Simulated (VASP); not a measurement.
A run of VASP 6.6.1:

The input INCAR:

```
SYSTEM = SiC4
ALGO     = Normal         ! electronic algorithm
EDIFF    = 1E-6           ! SCF threshold, eV
ENCUT    = 520            ! plane-wave cutoff, eV
GGA      = PE             ! functional
ISIF     = 2              ! what is computed and relaxed
ISMEAR   = 0              ! smearing method
LASPH    = .True.         ! aspherical terms in the spheres
LCHARG   = .False.        ! write CHGCAR
LREAL    = .False.        ! projectors in reciprocal space
LWAVE    = .False.        ! write WAVECAR
NBANDS   = 18             ! bands
NELM     = 100            ! most SCF steps
PREC     = Accurate       ! precision mode
SIGMA    = 0.1            ! smearing width, eV
```

Contents of KPOINTS:

```
k-points
0
Gamma
  6 6 4
  0 0 0
```

POSCAR

```
SiC4
1.0
    3.4560029760     -0.0000000023      0.0000000000
   -1.7280014860      2.9929863739      0.0000000000
    0.0000000000      0.0000000000      5.4306095415
Si C
1 4
Direct
    0.0000000000      0.0000000000      0.0000000000
    0.3333333333      0.6666666667      0.8591119228
    0.3333333333      0.6666666667      0.1408880772
    0.6666666667      0.3333333333      0.1408880772
    0.6666666667      0.3333333333      0.8591119228
```

Potentials or basis: VASP PAW PBE potentials, release 64 (Si, C).

Command:

```sh
$ cat potpaw_PBE.64/Si/POTCAR potpaw_PBE.64/C/POTCAR > POTCAR
$ mpirun -np 1 vasp_std > vasp.out
```

Hardware: 1 thread of AMD EPYC 9R14 (Zen 4), on a shared host.

Problem. How long does it take, and how much memory?

Solution. Wall time 16 s on 1 thread of AMD EPYC 9R14 (Zen 4) (shared host), peak memory 0.13 GiB. Counts: scf iterations 13, k points 21.
